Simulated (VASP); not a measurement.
# Ti (Fm-3m) in VASP: a series of runs, part 2 of 3

VASP 6.6.1. Earlier steps stand in the parts before.

**3. Single point, PBEsol (volume scaled by 1.10)**

The input, INCAR:

```
  PREC = Accurate
  ENCUT = 520
  EDIFF = 1E-6
  ISMEAR = 0
  SIGMA = 0.1
  LREAL = F
  LASPH = T
  NELM = 100
  ALGO = Normal
  ISIF = 2
  LWAVE = F
  LCHARG = F
  GGA = PS
  NBANDS = 12
```

The input, KPOINTS:

```
regular mesh
0
Gamma
  18 18 18
```

The input, POSCAR:

```
Ti
1.0
    0.0000000000      2.0933826804      2.0933826804
    2.0933826804      0.0000000000      2.0933826804
    2.0933826804      2.0933826804      0.0000000000
Ti
1
Direct
    0.0000000000      0.0000000000      0.0000000000
```

Potentials or basis: VASP PAW PBE potentials, release 64 (Ti_sv).

On the command line:

```console
$ cat potpaw_PBE.64/Ti_sv/POTCAR > POTCAR
$ mpirun -np 1 vasp_std > vasp.out
```

OUTCAR:

```text
PREC = Accurate
   ENCUT = 520
   EDIFF = 1E-6
   ISMEAR = 0
   LREAL = F
   LASPH = T
   NELM = 100
   ISIF = 2
   GGA = PS

 ion  position               nearest neighbor table
   1  0.000  0.000  0.000-

  LATTYP: Found a face centered cubic cell.
 ALAT       =     4.1867653608

  Lattice vectors:

 A1 = (   0.0000000000,   2.0933826804,   2.0933826804)
 A2 = (   2.0933826804,   0.0000000000,   2.0933826804)
 A3 = (   2.0933826804,   2.0933826804,   0.0000000000)

Analysis of symmetry for initial positions (statically):
=====================================================================
 Subroutine PRICEL returns:
 Original cell was already a primitive cell.

 Routine SETGRP: Setting up the symmetry group for a
 face centered cubic supercell.

 Subroutine GETGRP returns: Found 48 space group operations
 (whereof 48 operations were pure point group operations)
 out of a pool of 48 trial point group operations.

The static configuration has the point symmetry O_h .

Analysis of symmetry for dynamics (positions and initial velocities):
=====================================================================
 Subroutine PRICEL returns:
 Original cell was already a primitive cell.

 Routine SETGRP: Setting up the symmetry group for a
 face centered cubic supercell.

 Subroutine GETGRP returns: Found 48 space group operations
 (whereof 48 operations were pure point group operations)
 out of a pool of 48 trial point group operations.

The dynamic configuration has the point symmetry O_h .

 Subroutine INISYM returns: Found 48 space group operations
 (whereof 48 operations are pure point group operations),
 and found     1 'primitive' translations

----------------------------------------------------------------------------------------

                                     Primitive cell

  volume of cell :      18.3475

  direct lattice vectors                    reciprocal lattice vectors
     0.000000000  2.093382680  2.093382680    -0.238847873  0.238847873  0.238847873
     2.093382680  0.000000000  2.093382680     0.238847873 -0.238847873  0.238847873
     2.093382680  2.093382680  0.000000000     0.238847873  0.238847873 -0.238847873

  length of vectors
     2.960490178  2.960490178  2.960490178     0.413696651  0.413696651  0.413696651

  position of ions in fractional coordinates (direct lattice)
     0.000000000  0.000000000  0.000000000

  ion indices of the primitive-cell ions
   primitive index   ion index
                 1           1

----------------------------------------------------------------------------------------

 KPOINTS: regular mesh

Automatic generation of k-mesh.
 Grid dimensions read from file:
 generate k-points for:   18   18   18

 Generating k-lattice:

  Cartesian coordinates                     Fractional coordinates (reciprocal lattice)
    -0.013269326  0.013269326  0.013269326     0.055555556  0.000000000  0.000000000
     0.013269326 -0.013269326  0.013269326     0.000000000  0.055555556  0.000000000
     0.013269326  0.013269326 -0.013269326     0.000000000  0.000000000  0.055555556

  Length of vectors
     0.022983147  0.022983147  0.022983147

  Shift w.r.t. Gamma in fractional coordinates (k-lattice)
     0.000000000  0.000000000  0.000000000

 Subroutine IBZKPT returns following result:
 ===========================================

 Found    195 irreducible k-points:

 Following reciprocal coordinates:
            Coordinates               Weight
  0.000000  0.000000  0.000000      1.000000
  0.055556  0.000000  0.000000      8.000000
  0.111111  0.000000  0.000000      8.000000
  0.166667  0.000000  0.000000      8.000000
  0.222222  0.000000  0.000000      8.000000
  0.277778  0.000000  0.000000      8.000000
[... 16 lines left out ...]
 -0.277778  0.055556  0.000000     24.000000
 -0.222222  0.055556  0.000000     24.000000
 [... further k-points ...]
   k-points           NKPTS =    195   k-points in BZ     NKDIM =    195   number of bands    NBANDS=     12
   number of dos      NEDOS =    301   number of ions     NIONS =      1
   total plane-waves  NPLWV =  13824
   dimension x,y,z NGX =    24 NGY =   24 NGZ =   24
   dimension x,y,z NGXF=    48 NGYF=   48 NGZF=   48
   ions per type =               1
   NGX,Y,Z   is equivalent  to a cutoff of  13.48, 13.48, 13.48 a.u.
   NGXF,Y,Z  is equivalent  to a cutoff of  26.95, 26.95, 26.95 a.u.
 SYSTEM =  unknown system
   PREC   = accura    normal or accurate (medium, high low for compatibility)
   ISTART =      0    job   : 0-new  1-cont  2-samecut
   ICHARG =      2    charge: 1-file 2-atom 10-const
   ISPIN  =      1    spin polarized calculation?
   LNONCOLLINEAR =      F non collinear calculations
   LSORBIT =      F    spin-orbit coupling
   LASPH  =      T    aspherical Exc in radial PAW
   ENCUT  =  520.0 eV  38.22 Ry    6.18 a.u.   5.50  5.50  5.50*2*pi/ulx,y,z
   NELM   =    100;   NELMIN=  2; NELMDL= -5     # of ELM steps
   EDIFF  = 0.1E-05   stopping-criterion for ELM
   LREAL  =      F    real-space projection
   EDIFFG = 0.1E-04   stopping-criterion for IOM
   NSW    =      0    number of steps for IOM
   IBRION =     -1    ionic relax: 0-MD 1-quasi-New 2-CG
   NFREE  =      0    steps in history (QN), initial steepest desc. (CG)
   ISIF   =      2    stress and relaxation
   ISYM   =      2    0-nonsym 1-usesym 2-fastsym
   POTIM  = 0.5000    time-step for ionic-motion
   TEBEG  =    0.0;   TEEND  =   0.0 temperature during run
   PSTRESS=    0.0 pullay stress
   NELECT =      12.0000    total number of electrons
   NUPDOWN=      -1.0000    fix difference up-down
   EMIN   =  10.00;   EMAX   =-10.00  energy-range for DOS
   EFERMI =   0.00;   METHOD = LEGACY
   ISMEAR =     0;   SIGMA  =   0.10  broadening in eV -4-tet -1-fermi 0-gaus
   EFERMI_NEDOS =   21; number of points for ismear=-14 and -15
   IALGO  =     38    algorithm
   IMIX   =      4    mixing-type and parameters
     AMIX     =   0.40;   BMIX     =  1.00
     AMIX_MAG =   1.60;   BMIX_MAG =  1.00
  volume/ion in A,a.u.               =      18.35       123.81
  Fermi-wavevector in a.u.,A,eV,Ry     =   1.421052  2.685399 27.475450  2.019389
  Thomas-Fermi vector in A             =   2.541902
   LORBIT       =      0    0 simple, 1 ext, 2 COOP (PROOUT), +10 PAW based schemes
   GGA     = PS    functional components
   LHFCALC =     F    Hartree Fock is set to
   AEXX    =    0.0000 exact exchange contribution
   IVDW    =     0    specifies the selected vdW correction
   LEPSILON=     F    determine dielectric tensor
   LRPA    =     F    only Hartree local field effects (RPA)
 non-spin polarized calculation
 Gauss-broadening in eV      SIGMA  =   0.10
  energy-cutoff  :      520.00
  volume of cell :       18.35
 maximum number of plane-waves:       531
 NGX is ok and might be reduce to    24
   NGX = 11   NGY = 11   NGZ = 11

 number of electron      11.9999996 magnetization

 Free energy of the ion-electron system (eV)
  ---------------------------------------------------
  ext. energy  EPLUGINS =         0.00000000
  ---------------------------------------------------
  free energy    TOTEN  =        -8.23419129 eV

  energy without entropy =       -8.22484554  energy(sigma->0) =       -8.22951841

 E-fermi :   7.5261     XC(G=0): -11.3770

 val. band max:        7.5206457067   @ k =  -0.2222   0.2778   0.0556
 cond. band min:       7.5353568489   @ k =   0.2778   0.0556   0.0000
 fundamental gap:      0.0147111422
 Fermi energy:         7.5261313573

 k-point     1 :       0.0000    0.0000    0.0000
  band No.  band energies     occupation
      1     -49.0526      2.00000
      2     -25.0639      2.00000
      3     -25.0639      2.00000
      4     -25.0639      2.00000
      5       1.5655      2.00000
      6       8.3654      0.00000
      7       8.3654      0.00000
      8       8.3654      0.00000
      9       9.8679      0.00000
     10       9.8679      0.00000
     11      22.4941      0.00000
     12      26.6560      0.00000

 k-point     2 :       0.0556    0.0000    0.0000
  band No.  band energies     occupation
      1     -49.0496      2.00000
      2     -25.0815      2.00000
      3     -25.0662      2.00000
      4     -25.0662      2.00000
      5       1.6607      2.00000
      6       8.3080      0.00000
      7       8.3995      0.00000
      8       8.3995      0.00000
      9       9.8462      0.00000
     10       9.8462      0.00000
     11      22.5604      0.00000
     12      25.8453      0.00000
[... 316 lines left out ...]
 k-point    24 :      -0.2222    0.0556    0.0000
  band No.  band energies     occupation
      1     -49.0041      2.00000
      2     -25.3363      2.00000
      3     -25.1171      2.00000
      4     -25.0929      2.00000
      5       3.2497      2.00000
      6       7.6027      0.27895
      7       8.5786      0.00000
      8       8.6724      0.00000
      9       9.6960      0.00000
     10      10.1391      0.00000
     11      20.1735      0.00000
     12      23.0640      0.00000

 [... further k-points ...]
[... 5 lines left out ...]
  --------------------------------------------------------------------------------------
  -------------------------------------------------------------------------------------
  Total       -1.0761261     -1.0761261     -1.0761261     -0.0000000      0.0000000     -0.0000000
  in kB      -93.9718729    -93.9718729    -93.9718729     -0.0000000      0.0000000     -0.0000000
  external PRESSURE =     -93.9718729 kB  Pullay stress =       0.0000000 kB

 VOLUME and BASIS-vectors are now :
 -----------------------------------------------------------------------------
  energy-cutoff  :      520.00
  volume of cell :       18.35
      direct lattice vectors                 reciprocal lattice vectors
     0.000000000  2.093382680  2.093382680    -0.238847873  0.238847873  0.238847873
     2.093382680  0.000000000  2.093382680     0.238847873 -0.238847873  0.238847873
     2.093382680  2.093382680  0.000000000     0.238847873  0.238847873 -0.238847873

 POSITION                                       TOTAL-FORCE (eV/Angst)
 -----------------------------------------------------------------------------------
      0.00000      0.00000      0.00000         0.000000      0.000000      0.000000
 -----------------------------------------------------------------------------------
    total drift:                               -0.000000      0.000000     -0.000000

  FREE ENERGIE OF THE ION-ELECTRON SYSTEM (eV)
  ---------------------------------------------------
  free  energy   TOTEN  =        -8.2341912866 eV

  energy  without entropy=       -8.2248455352  energy(sigma->0) =       -8.22951841
```

OSZICAR:

```text
N       E                     dE             d eps       ncg     rms          rms(c)
DAV:   1     0.866894218600E+02    0.86689E+02   -0.65053E+03  4696   0.119E+03
DAV:   2    -0.492094897235E+01   -0.91610E+02   -0.89267E+02  4768   0.295E+02
DAV:   3    -0.938197133998E+01   -0.44610E+01   -0.44180E+01  6680   0.657E+01
DAV:   4    -0.948193451568E+01   -0.99963E-01   -0.99850E-01  5236   0.867E+00
DAV:   5    -0.948433521024E+01   -0.24007E-02   -0.24004E-02  5748   0.121E+00    0.831E+00
DAV:   6    -0.825340287458E+01    0.12309E+01   -0.25316E+00  5056   0.232E+01    0.202E+00
DAV:   7    -0.822895487242E+01    0.24448E-01   -0.10911E-01  5780   0.368E+00    0.124E+00
DAV:   8    -0.823417508646E+01   -0.52202E-02   -0.38470E-02  4884   0.274E+00    0.224E-01
DAV:   9    -0.823420659175E+01   -0.31505E-04   -0.54362E-03  6140   0.907E-01    0.846E-02
DAV:  10    -0.823420419010E+01    0.24016E-05   -0.32409E-04  5104   0.225E-01    0.214E-02
DAV:  11    -0.823419479959E+01    0.93905E-05   -0.22598E-05  5672   0.640E-02    0.157E-02
DAV:  12    -0.823419121490E+01    0.35847E-05   -0.98438E-06  5228   0.415E-02    0.132E-03
DAV:  13    -0.823419128664E+01   -0.71746E-07   -0.22658E-07  3028   0.620E-03
   1 F= -.82341913E+01 E0= -.82295184E+01  d E =-.934575E-02
```

stdout:

```text
POSCAR found type information on POSCAR Ti
 POSCAR found :  1 types and       1 ions
 scaLAPACK will be used
 -----------------------------------------------------------------------------
|                                                                             |
|                                                                             |
|     You enforced a specific xc type in the INCAR file but a different       |
|     I HOPE YOU KNOW WHAT YOU ARE DOING!                                     |
|                                                                             |
 -----------------------------------------------------------------------------

 LDA part: xc-table for (Slater+PW92), standard interpolation
 POSCAR, INCAR and KPOINTS ok, starting setup
 FFT: planning ... GRIDC
 FFT: planning ... GRID_SOFT
 FFT: planning ... GRID
 WAVECAR not read
 entering main loop
```

Wall time 46 s (1 thread of Intel Xeon 8259CL, shared host); peak memory 0.17 GiB.

Results:

```yaml
Free_energy: -8.2342 eV
Pressure: -9.4 GPa
Band_gap_on_the_k_mesh: zero (band 6 reaches 8.37 eV, above the bottom of band 7 at 7.12 eV)
```

Caveat: the PAW data sets were made with another functional, which shifts forces and pressure a little.

(Part 2 of 3 ends here.)
